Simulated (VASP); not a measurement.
# Ru (P6_3/mmc) in VASP: further runs

The runs below take Ru through single point, with PBE.

All numbers are computed with VASP 6.6.1; they aren't measurements. Logs are shortened: lines on timing, memory, paths and dates and some standing lists are left out, and cuts for length are marked.

## Step 1: The cell of the first run

It takes space group P6_3/mmc (No. 194, hexagonal). Conventional cell: a = 2.593 Å, b = 2.593 Å, c = 4.103 Å, α = 90.00°, β = 90.00°, γ = 120.00°. Within 3.4 Å of Ru (site symmetry -6m2) lie 12 Ru at 2.54 to 2.59 Å.

## Step 2: Single point, PBE

Contents of INCAR:

```
SYSTEM = Ru
PREC = Accurate ; ENCUT = 520
EDIFF = 1E-7 ; ISMEAR = -1
SIGMA = 0.05 ; LREAL = .FALSE.
LASPH = .TRUE. ; NELM = 80
ALGO = Normal ; ISIF = 2
LWAVE = .FALSE. ; LCHARG = .TRUE.
GGA = PE ; LELF = .TRUE.
LVHAR = .TRUE. ; NBANDS = 21
```

Contents of KPOINTS:

```
regular mesh
0
G
  12 12 7
  0 0 0
```

Contents of POSCAR:

```
Ru
1.0
    2.5929247698      0.0000000000      0.0000000000
   -1.2964623849      2.2455391639      0.0000000000
    0.0000000000      0.0000000000      4.1032761372
Ru
2
Direct
    0.3333333333      0.6666666667      0.2500000000
    0.6666666667      0.3333333333      0.7500000000
```

Potentials or basis: VASP PAW PBE potentials, release 64 (Ru_pv).

The run is started by

```bash
cat potpaw_PBE.64/Ru_pv/POTCAR > POTCAR
mpirun -np 1 vasp_std > vasp.out
```

OUTCAR:

```text
SYSTEM = Ru
   PREC = Accurate
   ENCUT = 520
   EDIFF = 1E-7
   ISMEAR = -1
   LREAL = .FALSE.
   LASPH = .TRUE.
   NELM = 80
   ISIF = 2
   GGA = PE

 ion  position               nearest neighbor table
   1  0.333  0.667  0.250-   2 2.54   2 2.54   2 2.54   2 2.54   2 2.54   2 2.54
   2  0.667  0.333  0.750-   1 2.54   1 2.54   1 2.54   1 2.54   1 2.54   1 2.54

  LATTYP: Found a hexagonal cell.
 ALAT       =     2.5929247698
 C/A-ratio  =     1.5824894671

  Lattice vectors:

 A1 = (   2.5929247698,   0.0000000000,   0.0000000000)
 A2 = (  -1.2964623849,   2.2455391639,   0.0000000000)
 A3 = (   0.0000000000,   0.0000000000,   4.1032761372)

Analysis of symmetry for initial positions (statically):
=====================================================================
 Subroutine PRICEL returns:
 Original cell was already a primitive cell.

 Routine SETGRP: Setting up the symmetry group for a
 hexagonal supercell.

 Subroutine GETGRP returns: Found 24 space group operations
 (whereof 12 operations were pure point group operations)
 out of a pool of 24 trial point group operations.

The static configuration has the point symmetry D_3d.
 The point group associated with its full space group is D_6h.

Analysis of symmetry for dynamics (positions and initial velocities):
=====================================================================
 Subroutine PRICEL returns:
 Original cell was already a primitive cell.

 Routine SETGRP: Setting up the symmetry group for a
 hexagonal supercell.

 Subroutine GETGRP returns: Found 24 space group operations
 (whereof 12 operations were pure point group operations)
 out of a pool of 24 trial point group operations.

The dynamic configuration has the point symmetry D_3d.
 The point group associated with its full space group is D_6h.

 Subroutine INISYM returns: Found 24 space group operations
 (whereof 12 operations are pure point group operations),
 and found     1 'primitive' translations

----------------------------------------------------------------------------------------

                                     Primitive cell

  volume of cell :      23.8914

  direct lattice vectors                    reciprocal lattice vectors
     2.592924770  0.000000000  0.000000000     0.385664872  0.222663674  0.000000000
    -1.296462385  2.245539164  0.000000000     0.000000000  0.445327348  0.000000000
     0.000000000  0.000000000  4.103276137     0.000000000  0.000000000  0.243707702

  length of vectors
     2.592924770  2.592925154  4.103276137     0.445327414  0.445327348  0.243707702

  position of ions in fractional coordinates (direct lattice)
     0.333333333  0.666666667  0.250000000
     0.666666667  0.333333333  0.750000000

  ion indices of the primitive-cell ions
   primitive index   ion index
                 1           1
                 2           2

----------------------------------------------------------------------------------------

 KPOINTS: regular mesh

Automatic generation of k-mesh.
 Grid dimensions read from file:
 generate k-points for:   12   12    7

 Generating k-lattice:

  Cartesian coordinates                     Fractional coordinates (reciprocal lattice)
     0.032138739  0.018555306  0.000000000     0.083333333  0.000000000  0.000000000
     0.000000000  0.037110612  0.000000000     0.000000000  0.083333333  0.000000000
     0.000000000  0.000000000  0.034815386     0.000000000  0.000000000  0.142857143

  Length of vectors
     0.037110618  0.037110612  0.034815386

  Shift w.r.t. Gamma in fractional coordinates (k-lattice)
     0.000000000  0.000000000  0.000000000

 Subroutine IBZKPT returns following result:
 ===========================================

 Found     76 irreducible k-points:

 Following reciprocal coordinates:
            Coordinates               Weight
  0.000000  0.000000  0.000000      1.000000
  0.083333 -0.000000  0.000000      6.000000
  0.166667 -0.000000  0.000000      6.000000
  0.250000 -0.000000  0.000000      6.000000
  0.333333 -0.000000  0.000000      6.000000
  0.416667 -0.000000  0.000000      6.000000
[... 16 lines left out ...]
  0.250000 -0.000000  0.142857     12.000000
  0.333333 -0.000000  0.142857     12.000000
 [... further k-points ...]
   k-points           NKPTS =     76   k-points in BZ     NKDIM =     76   number of bands    NBANDS=     21
   number of dos      NEDOS =    301   number of ions     NIONS =      2
   total plane-waves  NPLWV =  12800
   dimension x,y,z NGX =    20 NGY =   20 NGZ =   32
   dimension x,y,z NGXF=    40 NGYF=   40 NGZF=   64
   ions per type =               2
   NGX,Y,Z   is equivalent  to a cutoff of  12.82, 12.82, 12.96 a.u.
   NGXF,Y,Z  is equivalent  to a cutoff of  25.65, 25.65, 25.93 a.u.
 SYSTEM =  Ru
   PREC   = accura    normal or accurate (medium, high low for compatibility)
   ISTART =      0    job   : 0-new  1-cont  2-samecut
   ICHARG =      2    charge: 1-file 2-atom 10-const
   ISPIN  =      1    spin polarized calculation?
   LNONCOLLINEAR =      F non collinear calculations
   LSORBIT =      F    spin-orbit coupling
   LASPH  =      T    aspherical Exc in radial PAW
   ENCUT  =  520.0 eV  38.22 Ry    6.18 a.u.   4.82  4.82  7.63*2*pi/ulx,y,z
   NELM   =     80;   NELMIN=  2; NELMDL= -5     # of ELM steps
   EDIFF  = 0.1E-06   stopping-criterion for ELM
   LREAL  =      F    real-space projection
   EDIFFG = 0.1E-05   stopping-criterion for IOM
   NSW    =      0    number of steps for IOM
   IBRION =     -1    ionic relax: 0-MD 1-quasi-New 2-CG
   NFREE  =      0    steps in history (QN), initial steepest desc. (CG)
   ISIF   =      2    stress and relaxation
   ISYM   =      2    0-nonsym 1-usesym 2-fastsym
   POTIM  = 0.5000    time-step for ionic-motion
   TEBEG  =    0.0;   TEEND  =   0.0 temperature during run
   PSTRESS=    0.0 pullay stress
   NELECT =      28.0000    total number of electrons
   NUPDOWN=      -1.0000    fix difference up-down
   EMIN   =  10.00;   EMAX   =-10.00  energy-range for DOS
   EFERMI =   0.00;   METHOD = LEGACY
   ISMEAR =    -1;   SIGMA  =   0.05  broadening in eV -4-tet -1-fermi 0-gaus
   EFERMI_NEDOS =   21; number of points for ismear=-14 and -15
   IALGO  =     38    algorithm
   IMIX   =      4    mixing-type and parameters
     AMIX     =   0.40;   BMIX     =  1.00
     AMIX_MAG =   1.60;   BMIX_MAG =  1.00
  volume/ion in A,a.u.               =      11.95        80.61
  Fermi-wavevector in a.u.,A,eV,Ry     =   1.726025  3.261714 40.533963  2.979162
  Thomas-Fermi vector in A             =   2.801415
   LORBIT       =      0    0 simple, 1 ext, 2 COOP (PROOUT), +10 PAW based schemes
   GGA     = PE    functional components
   LHFCALC =     F    Hartree Fock is set to
   AEXX    =    0.0000 exact exchange contribution
   IVDW    =     0    specifies the selected vdW correction
   LEPSILON=     F    determine dielectric tensor
   LRPA    =     F    only Hartree local field effects (RPA)
 non-spin polarized calculation
  energy-cutoff  :      520.00
  volume of cell :       23.89
 maximum number of plane-waves:       660
 NGX is ok and might be reduce to    20
   NGX =  9   NGY =  9   NGZ = 15

 number of electron      28.0000008 magnetization

 Free energy of the ion-electron system (eV)
  ---------------------------------------------------
  ext. energy  EPLUGINS =         0.00000000
  ---------------------------------------------------
  free energy    TOTEN  =       -17.86487775 eV

  energy without entropy =      -17.85400206  energy(sigma->0) =      -17.85943990

 E-fermi :  15.3555     XC(G=0): -14.9303

 val. band max:       15.3356261631   @ k =   0.3333   0.1667   0.2857
 cond. band min:      15.3824670821   @ k =   0.3333   0.0833   0.2857
 fundamental gap:      0.0468409191
 Fermi energy:        15.3555089676

 k-point     1 :       0.0000    0.0000    0.0000
  band No.  band energies     occupation
      1     -28.9007      2.00000
      2     -27.5003      2.00000
      3     -27.5003      2.00000
      4     -27.2496      2.00000
      5     -27.2496      2.00000
      6     -27.1737      2.00000
[... 13 lines left out ...]
     20      25.5991      0.00000
     21      27.3168      0.00000

 k-point     2 :       0.0833   -0.0000    0.0000
  band No.  band energies     occupation
      1     -28.8652      2.00000
      2     -27.5781      2.00000
      3     -27.5263      2.00000
      4     -27.3303      2.00000
      5     -27.2596      2.00000
      6     -27.1900      2.00000
[... 13 lines left out ...]
     20      25.5991      0.00000
     21      27.2777      0.00000

 k-point     3 :       0.1667   -0.0000    0.0000
  band No.  band energies     occupation
      1     -28.7633      2.00000
      2     -27.7904      2.00000
      3     -27.5947      2.00000
      4     -27.5454      2.00000
      5     -27.2891      2.00000
      6     -27.2394      2.00000
[... 13 lines left out ...]
     20      25.5991      0.00000
     21      27.1043      0.00000

 k-point     4 :       0.2500   -0.0000    0.0000
  band No.  band energies     occupation
      1     -28.6089      2.00000
      2     -28.0789      2.00000
      3     -27.8266      2.00000
      4     -27.6837      2.00000
      5     -27.3328      2.00000
      6     -27.3216      2.00000
[... 13 lines left out ...]
     20      25.5990      0.00000
     21      26.7951      0.00000

 k-point     5 :       0.3333   -0.0000    0.0000
  band No.  band energies     occupation
      1     -28.4257      2.00000
      2     -28.3650      2.00000
      3     -28.0951      2.00000
      4     -27.7689      2.00000
      5     -27.4323      2.00000
      6     -27.3789      2.00000
[... 13 lines left out ...]
     20      26.1085      0.00000
     21      26.3861      0.00000

 k-point     6 :       0.4167   -0.0000    0.0000
  band No.  band energies     occupation
      1     -28.5723      2.00000
      2     -28.2849      2.00000
      3     -28.2532      2.00000
      4     -27.8294      2.00000
      5     -27.5513      2.00000
      6     -27.4137      2.00000
[... 13 lines left out ...]
     20      25.5988      0.00000
     21      27.4206      0.00000

 k-point     7 :       0.5000   -0.0000    0.0000
  band No.  band energies     occupation
      1     -28.6477      2.00000
      2     -28.3531      2.00000
      3     -28.1713      2.00000
      4     -27.8512      2.00000
      5     -27.6136      2.00000
      6     -27.4266      2.00000
[... 13 lines left out ...]
     20      25.5982      0.00000
     21      27.6733      0.00000
[... 291 lines left out ...]
      1     -28.8207      2.00000
      2     -27.4880      2.00000
      3     -27.4880      2.00000
      4     -27.2655      2.00000
      5     -27.2621      2.00000
      6     -27.2621      2.00000
[... 13 lines left out ...]
     20      25.5991      0.00000
     21      28.3150      0.00000

 k-point    21 :       0.0833   -0.0000    0.1429
  band No.  band energies     occupation
      1     -28.7899      2.00000
      2     -27.5634      2.00000
      3     -27.5132      2.00000
      4     -27.3791      2.00000
      5     -27.2730      2.00000
      6     -27.2420      2.00000
[... 13 lines left out ...]
     20      25.5991      0.00000
     21      28.2919      0.00000

 k-point    22 :       0.1667   -0.0000    0.1429
  band No.  band energies     occupation
      1     -28.7041      2.00000
      2     -27.7676      2.00000
      3     -27.6011      2.00000
      4     -27.5798      2.00000
      5     -27.3045      2.00000
      6     -27.2727      2.00000
[... 13 lines left out ...]
     20      25.5991      0.00000
     21      28.1927      0.00000

 k-point    23 :       0.2500   -0.0000    0.1429
  band No.  band energies     occupation
      1     -28.5894      2.00000
      2     -28.0330      2.00000
      3     -27.8782      2.00000
      4     -27.6666      2.00000
      5     -27.3506      2.00000
      6     -27.3377      2.00000
[... 13 lines left out ...]
     20      25.5990      0.00000
     21      28.1036      0.00000

 k-point    24 :       0.3333   -0.0000    0.1429
  band No.  band energies     occupation
      1     -28.5407      2.00000
      2     -28.2306      2.00000
      3     -28.1153      2.00000
      4     -27.7500      2.00000
      5     -27.4290      2.00000
      6     -27.3987      2.00000
[... 13 lines left out ...]
     20      25.5990      0.00000
     21      28.1204      0.00000

 [... further k-points ...]

------------------------ aborting loop because EDIFF is reached ----------------------------------------

  FORCE on cell =-STRESS in cart. coord.  units (eV):
  Direction    XX          YY          ZZ          XY          YZ          ZX
  --------------------------------------------------------------------------------------
  -------------------------------------------------------------------------------------
  Total        9.1058264      9.1058300      9.6927263      0.0000000      0.0000000     -0.0000000
  in kB      610.6447898    610.6450308    650.0028172      0.0000000      0.0000000     -0.0000000
  external PRESSURE =     623.7642126 kB  Pullay stress =       0.0000000 kB

 VOLUME and BASIS-vectors are now :
 -----------------------------------------------------------------------------
  energy-cutoff  :      520.00
  volume of cell :       23.89
      direct lattice vectors                 reciprocal lattice vectors
     2.592924770  0.000000000  0.000000000     0.385664872  0.222663674  0.000000000
    -1.296462385  2.245539164  0.000000000     0.000000000  0.445327348  0.000000000
     0.000000000  0.000000000  4.103276137     0.000000000  0.000000000  0.243707702

 POSITION                                       TOTAL-FORCE (eV/Angst)
 -----------------------------------------------------------------------------------
     -0.00000      1.49703      1.02582         0.000000      0.000000      0.000000
      1.29646      0.74851      3.07746        -0.000000     -0.000000      0.000000
 -----------------------------------------------------------------------------------
    total drift:                               -0.000000      0.000000     -0.000000

  FREE ENERGIE OF THE ION-ELECTRON SYSTEM (eV)
  ---------------------------------------------------
  free  energy   TOTEN  =       -17.8648777491 eV

  energy  without entropy=      -17.8540020593  energy(sigma->0) =      -17.85943990
```

Run time: 16 s. Hardware: 1 thread of AMD EPYC 9R45 (Zen 5), shared host; peak memory 0.12 GiB.

Results:

| Item | Value |
| --- | --- |
| Free energy | -17.8649 eV |
| Pressure | 62.4 GPa |
| Band gap on the k mesh | zero (band 14 reaches 17.09 eV, above the bottom of band 15 at 13.45 eV) |

(Part 1 of 2 ends here.)
